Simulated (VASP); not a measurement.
Wanted: the native input for a VASP 6.6.1 run.

| Property | Result |
| --- | --- |
| Task | single point |
| Functional | PBE |
| Potentials or basis | VASP PAW PBE potentials, release 64 (Mn_pv, F) |
| Cutoff | 520 eV |
| k mesh | 5 × 5 × 7 |
| Occupations | fermi-dirac, width 0.05 eV |
| Spin | collinear spin, ferromagnetic start |
| Starting moments | [3.0, 3.0, 0.0, 0.0, 0.0, 0.0] μB |
| Fixed moment | 6 μB |
| Dipole correction | no |
| Further INCAR settings | ALGO = Normal; EDIFF = 1e-06; NBANDS = 40 |

The structure of MnF2 lies in POSCAR:

```
MnF2
1.0
    4.8738000000      0.0000000000      0.0000000000
    0.0000000000      4.8738000000      0.0000000000
    0.0000000000      0.0000000000      3.3107000000
Mn F
2 4
Direct
    0.5000000000      0.5000000000      0.5000000000
    0.0000000000      0.0000000000      0.0000000000
    0.8053000000      0.1947000000      0.5000000000
    0.6947000000      0.6947000000      0.0000000000
    0.1947000000      0.8053000000      0.5000000000
    0.3053000000      0.3053000000      0.0000000000
```

The input as run:

INCAR

```
ALGO = Normal ; EDIFF = 1E-6
ENCUT = 520 ; GGA = PE
ISIF = 2 ; ISMEAR = -1
ISPIN = 2 ; LASPH = True
LCHARG = False ; LMAXMIX = 4
LORBIT = 11 ; LREAL = False
LWAVE = False ; MAGMOM = 3 3 0 0 0 0
NBANDS = 40 ; NELM = 150
NUPDOWN = 6.0 ; PREC = Accurate
SIGMA = 0.05
```

KPOINTS

```
k-points
0
Gamma
  5 5 7
```

Potentials or basis: VASP PAW PBE potentials, release 64 (Mn_pv, F).

The run is started by

```console
$ cat potpaw_PBE.64/Mn_pv/POTCAR potpaw_PBE.64/F/POTCAR > POTCAR
$ mpirun -np 1 vasp_std > vasp.out
```

It gave:

The pressure is -6.7 GPa. The largest force is 0.246 eV/Å, the net moment is 6.00 μB per cell and the site moments are Mn +2.85; F +0.01 μB. The valence electrons inside the program's atomic spheres are Mn 11.32; F 6.07.

Caveat: the cell stands under tension; the total moment is fixed, so each spin has its own Fermi level and the state may be an excited one; the run started ferromagnetic, and an antiferromagnetic order may lie lower in energy.

It took 2 min on 1 thread of AMD EPYC 9R45 96-Core Processor (Zen 5) (shared host), peak memory 0.24 GiB.
